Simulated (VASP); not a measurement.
# Ta2N (P-3m1) in VASP: notebook

Runs on Ta2N. Level: PBEsol. Tasks: single point, relaxation of cell and atoms.

Program: VASP 6.6.1. These are calculated values, not measurements. Logs are shortened: lines on timing, memory, paths and dates and some standing lists are left out, and cuts for length are marked.

**1. The cell of the first run**

The structure is trigonal, space group P-3m1 (No. 164). Conventional cell: a = 3.078 Å, b = 3.078 Å, c = 4.824 Å, α = 90.00°, β = 90.00°, γ = 120.00°. Within 3.1 Å of Ta (site symmetry 3m) lie 3 N at 2.16 Å and 12 Ta at 2.97 to 3.08 Å. Within 2.9 Å of N (site symmetry -3m) lie 6 Ta at 2.16 Å.

**2. Single point, PBEsol**

Input file INCAR:

```
SYSTEM = Ta2N
  PREC = Accurate
  ENCUT = 600
  EDIFF = 1E-6
  ISMEAR = 0
  SIGMA = 0.1
  LREAL = .FALSE.
  LASPH = .TRUE.
  NELM = 120
  ALGO = Normal
  ISIF = 2
  LWAVE = .FALSE.
  LCHARG = .FALSE.
  GGA = PS
  NBANDS = 20
  GGA_COMPAT = .FALSE.
```

Input file KPOINTS:

```
regular mesh
0
G
  15 15 10
  0 0 0
```

Input file POSCAR:

```
Ta2N
1.0
    3.0782595490      0.0000000000      0.0000000000
   -1.5391297745      2.6658509688      0.0000000000
    0.0000000000      0.0000000000      4.8239329370
Ta N
2 1
Direct
    0.6666666667      0.3333333333      0.7463700642
    0.3333333333      0.6666666667      0.2536299358
    0.0000000000      0.0000000000      0.0000000000
```

Potentials or basis: VASP PAW PBE potentials, release 64 (Ta_pv, N).

The run is started by

```
> cat potpaw_PBE.64/Ta_pv/POTCAR potpaw_PBE.64/N/POTCAR > POTCAR
> mpirun -np 1 vasp_std > vasp.out
```

OUTCAR:

```text
SYSTEM = Ta2N
   PREC = Accurate
   ENCUT = 600
   EDIFF = 1E-6
   ISMEAR = 0
   LREAL = .FALSE.
   LASPH = .TRUE.
   NELM = 120
   ISIF = 2
   GGA = PS

 ion  position               nearest neighbor table
   1  0.667  0.333  0.746-   3 2.16   3 2.16   3 2.16   2 2.97   2 2.97   2 2.97   2 3.02   2 3.02
                             2 3.02
   2  0.333  0.667  0.254-   3 2.16   3 2.16   3 2.16   1 2.97   1 2.97   1 2.97   1 3.02   1 3.02
                             1 3.02
   3  0.000  0.000  0.000-   1 2.16   2 2.16   2 2.16   1 2.16   1 2.16   2 2.16

  LATTYP: Found a hexagonal cell.
 ALAT       =     3.0782595490
 C/A-ratio  =     1.5670975303

  Lattice vectors:

 A1 = (   3.0782595490,   0.0000000000,   0.0000000000)
 A2 = (  -1.5391297745,   2.6658509688,   0.0000000000)
 A3 = (   0.0000000000,   0.0000000000,   4.8239329370)

Analysis of symmetry for initial positions (statically):
=====================================================================
 Subroutine PRICEL returns:
 Original cell was already a primitive cell.

 Routine SETGRP: Setting up the symmetry group for a
 hexagonal supercell.

 Subroutine GETGRP returns: Found 12 space group operations
 (whereof 12 operations were pure point group operations)
 out of a pool of 24 trial point group operations.

The static configuration has the point symmetry D_3d.

Analysis of symmetry for dynamics (positions and initial velocities):
=====================================================================
 Subroutine PRICEL returns:
 Original cell was already a primitive cell.

 Routine SETGRP: Setting up the symmetry group for a
 hexagonal supercell.

 Subroutine GETGRP returns: Found 12 space group operations
 (whereof 12 operations were pure point group operations)
 out of a pool of 24 trial point group operations.

The dynamic configuration has the point symmetry D_3d.

 Subroutine INISYM returns: Found 12 space group operations
 (whereof 12 operations are pure point group operations),
 and found     1 'primitive' translations

----------------------------------------------------------------------------------------

                                     Primitive cell

  volume of cell :      39.5861

  direct lattice vectors                    reciprocal lattice vectors
     3.078259549  0.000000000  0.000000000     0.324858896  0.187557371  0.000000000
    -1.539129775  2.665850969  0.000000000     0.000000000  0.375114743  0.000000000
     0.000000000  0.000000000  4.823932937     0.000000000  0.000000000  0.207299731

  length of vectors
     3.078259549  3.078259549  4.823932937     0.375114743  0.375114743  0.207299731

  position of ions in fractional coordinates (direct lattice)
     0.666666667  0.333333333  0.746370064
     0.333333333  0.666666667  0.253629936
     0.000000000  0.000000000  0.000000000

  ion indices of the primitive-cell ions
   primitive index   ion index
                 1           1
                 2           2
                 3           3

----------------------------------------------------------------------------------------

 KPOINTS: regular mesh

Automatic generation of k-mesh.
 Grid dimensions read from file:
 generate k-points for:   15   15   10

 Generating k-lattice:

  Cartesian coordinates                     Fractional coordinates (reciprocal lattice)
     0.021657260  0.012503825  0.000000000     0.066666667  0.000000000  0.000000000
     0.000000000  0.025007650  0.000000000     0.000000000  0.066666667  0.000000000
     0.000000000  0.000000000  0.020729973     0.000000000  0.000000000  0.100000000

  Length of vectors
     0.025007650  0.025007650  0.020729973

  Shift w.r.t. Gamma in fractional coordinates (k-lattice)
     0.000000000  0.000000000  0.000000000

 Subroutine IBZKPT returns following result:
 ===========================================

 Found    238 irreducible k-points:

 Following reciprocal coordinates:
            Coordinates               Weight
  0.000000  0.000000  0.000000      1.000000
  0.066667 -0.000000  0.000000      6.000000
  0.133333 -0.000000  0.000000      6.000000
  0.200000 -0.000000  0.000000      6.000000
  0.266667 -0.000000  0.000000      6.000000
  0.333333  0.000000  0.000000      6.000000
[... 16 lines left out ...]
  0.333333  0.200000  0.000000     12.000000
  0.400000  0.200000  0.000000      6.000000
 [... further k-points ...]
   k-points           NKPTS =    238   k-points in BZ     NKDIM =    238   number of bands    NBANDS=     20
   number of dos      NEDOS =    301   number of ions     NIONS =      3
   total plane-waves  NPLWV =  31360
   dimension x,y,z NGX =    28 NGY =   28 NGZ =   40
   dimension x,y,z NGXF=    56 NGYF=   56 NGZF=   80
   ions per type =               2   1
   NGX,Y,Z   is equivalent  to a cutoff of  15.12, 15.12, 13.79 a.u.
   NGXF,Y,Z  is equivalent  to a cutoff of  30.24, 30.24, 27.57 a.u.
 SYSTEM =  Ta2N
   PREC   = accura    normal or accurate (medium, high low for compatibility)
   ISTART =      0    job   : 0-new  1-cont  2-samecut
   ICHARG =      2    charge: 1-file 2-atom 10-const
   ISPIN  =      1    spin polarized calculation?
   LNONCOLLINEAR =      F non collinear calculations
   LSORBIT =      F    spin-orbit coupling
   LASPH  =      T    aspherical Exc in radial PAW
   ENCUT  =  600.0 eV  44.10 Ry    6.64 a.u.   6.15  6.15  9.63*2*pi/ulx,y,z
   NELM   =    120;   NELMIN=  2; NELMDL= -5     # of ELM steps
   EDIFF  = 0.1E-05   stopping-criterion for ELM
   LREAL  =      F    real-space projection
   EDIFFG = 0.1E-04   stopping-criterion for IOM
   NSW    =      0    number of steps for IOM
   IBRION =     -1    ionic relax: 0-MD 1-quasi-New 2-CG
   NFREE  =      0    steps in history (QN), initial steepest desc. (CG)
   ISIF   =      2    stress and relaxation
   ISYM   =      2    0-nonsym 1-usesym 2-fastsym
   POTIM  = 0.5000    time-step for ionic-motion
   TEBEG  =    0.0;   TEEND  =   0.0 temperature during run
   PSTRESS=    0.0 pullay stress
   NELECT =      27.0000    total number of electrons
   NUPDOWN=      -1.0000    fix difference up-down
   EMIN   =  10.00;   EMAX   =-10.00  energy-range for DOS
   EFERMI =   0.00;   METHOD = LEGACY
   ISMEAR =     0;   SIGMA  =   0.10  broadening in eV -4-tet -1-fermi 0-gaus
   EFERMI_NEDOS =   21; number of points for ismear=-14 and -15
   IALGO  =     38    algorithm
   IMIX   =      4    mixing-type and parameters
     AMIX     =   0.40;   BMIX     =  1.00
     AMIX_MAG =   1.60;   BMIX_MAG =  1.00
  volume/ion in A,a.u.               =      13.20        89.05
  Fermi-wavevector in a.u.,A,eV,Ry     =   1.441060  2.723208 28.254579  2.076653
  Thomas-Fermi vector in A             =   2.559734
   LORBIT       =      0    0 simple, 1 ext, 2 COOP (PROOUT), +10 PAW based schemes
   GGA     = PS    functional components
   LHFCALC =     F    Hartree Fock is set to
   AEXX    =    0.0000 exact exchange contribution
   IVDW    =     0    specifies the selected vdW correction
   LEPSILON=     F    determine dielectric tensor
   LRPA    =     F    only Hartree local field effects (RPA)
 non-spin polarized calculation
 Gauss-broadening in eV      SIGMA  =   0.10
  energy-cutoff  :      600.00
  volume of cell :       39.59
 maximum number of plane-waves:      1339
 NGX is ok and might be reduce to    28
   NGX = 13   NGY = 13   NGZ = 19

 number of electron      27.0000000 magnetization

 Free energy of the ion-electron system (eV)
  ---------------------------------------------------
  ext. energy  EPLUGINS =         0.00000000
  ---------------------------------------------------
  free energy    TOTEN  =       -36.49828645 eV

  energy without entropy =      -36.49299368  energy(sigma->0) =      -36.49564006

 E-fermi :   7.5824     XC(G=0): -13.1422

 val. band max:        7.5819964803   @ k =   0.2000  -0.0000   0.4000
 cond. band min:       7.5967678489   @ k =   0.0667  -0.0000   0.0000
 fundamental gap:      0.0147713685
 Fermi energy:         7.5823648103

 k-point     1 :       0.0000    0.0000    0.0000
  band No.  band energies     occupation
      1     -28.0458      2.00000
      2     -27.2298      2.00000
      3     -27.2298      2.00000
      4     -27.0925      2.00000
      5     -27.0925      2.00000
      6     -26.9700      2.00000
[... 12 lines left out ...]
     19       8.8358      0.00000
     20      12.7219      0.00000

 k-point     2 :       0.0667   -0.0000    0.0000
  band No.  band energies     occupation
      1     -28.0310      2.00000
      2     -27.2600      2.00000
      3     -27.2409      2.00000
      4     -27.1228      2.00000
      5     -27.0946      2.00000
      6     -26.9756      2.00000
[... 12 lines left out ...]
     19       9.1786      0.00000
     20      12.7704      0.00000

 k-point     3 :       0.1333   -0.0000    0.0000
  band No.  band energies     occupation
      1     -27.9880      2.00000
      2     -27.3457      2.00000
      3     -27.2708      2.00000
      4     -27.2064      2.00000
      5     -27.1021      2.00000
      6     -26.9930      2.00000
[... 12 lines left out ...]
     19      10.1472      0.00000
     20      12.6866      0.00000

 k-point     4 :       0.2000   -0.0000    0.0000
  band No.  band energies     occupation
      1     -27.9211      2.00000
      2     -27.4722      2.00000
      3     -27.3236      2.00000
      4     -27.3124      2.00000
      5     -27.1153      2.00000
      6     -27.0228      2.00000
[... 429 lines left out ...]
 k-point    23 :       0.3333    0.2000    0.0000
  band No.  band energies     occupation
      1     -27.8618      2.00000
      2     -27.6595      2.00000
      3     -27.5351      2.00000
      4     -27.5155      2.00000
      5     -27.3213      2.00000
      6     -27.2505      2.00000
[... 12 lines left out ...]
     19      12.3647      0.00000
     20      13.6712      0.00000

 k-point    24 :       0.4000    0.2000    0.0000
  band No.  band energies     occupation
      1     -27.8825      2.00000
      2     -27.6465      2.00000
      3     -27.5553      2.00000
      4     -27.4945      2.00000
      5     -27.3298      2.00000
      6     -27.2827      2.00000
[... 12 lines left out ...]
     19      12.0416      0.00000
     20      13.9036      0.00000

 [... further k-points ...]

------------------------ aborting loop because EDIFF is reached ----------------------------------------

  FORCE on cell =-STRESS in cart. coord.  units (eV):
  Direction    XX          YY          ZZ          XY          YZ          ZX
  --------------------------------------------------------------------------------------
  -------------------------------------------------------------------------------------
  Total        0.1541028      0.1541028      0.1166053      0.0000000      0.0000000      0.0000000
  in kB        6.2370429      6.2370429      4.7193976      0.0000000      0.0000000      0.0000000
  external PRESSURE =       5.7311611 kB  Pullay stress =       0.0000000 kB

 VOLUME and BASIS-vectors are now :
 -----------------------------------------------------------------------------
  energy-cutoff  :      600.00
  volume of cell :       39.59
      direct lattice vectors                 reciprocal lattice vectors
     3.078259549  0.000000000  0.000000000     0.324858896  0.187557371  0.000000000
    -1.539129775  2.665850969  0.000000000     0.000000000  0.375114743  0.000000000
     0.000000000  0.000000000  4.823932937     0.000000000  0.000000000  0.207299731

 POSITION                                       TOTAL-FORCE (eV/Angst)
 -----------------------------------------------------------------------------------
      1.53913      0.88862      3.60044        -0.000000      0.000000     -0.055374
     -0.00000      1.77723      1.22349         0.000000     -0.000000      0.055374
      0.00000      0.00000      0.00000         0.000000      0.000000     -0.000000
 -----------------------------------------------------------------------------------
    total drift:                                0.000000     -0.000000     -0.000000

  FREE ENERGIE OF THE ION-ELECTRON SYSTEM (eV)
  ---------------------------------------------------
  free  energy   TOTEN  =       -36.4982864492 eV

  energy  without entropy=      -36.4929936754  energy(sigma->0) =      -36.49564006
```

It took 6.6 min on 1 thread of Intel Xeon 8259CL, shared host; peak memory 0.34 GiB.

Results:

```yaml
Free_energy: -36.4983 eV
Pressure: 0.6 GPa
Largest_force: 0.055 eV/Å
Band_gap_on_the_k_mesh: zero (an odd number of electrons rules out a gap without spin polarisation)
```

Forces in eV/Å, atoms in the order of the input:
```
Ta   0.000  0.000 -0.055
Ta   0.000  0.000  0.055
N    0.000  0.000  0.000
```

Caveat: the PAW data sets were made with another functional, which shifts forces and pressure a little; spin-orbit coupling is left out, which moves the levels of the heavy elements.

(Continued in part 2 of 2.)
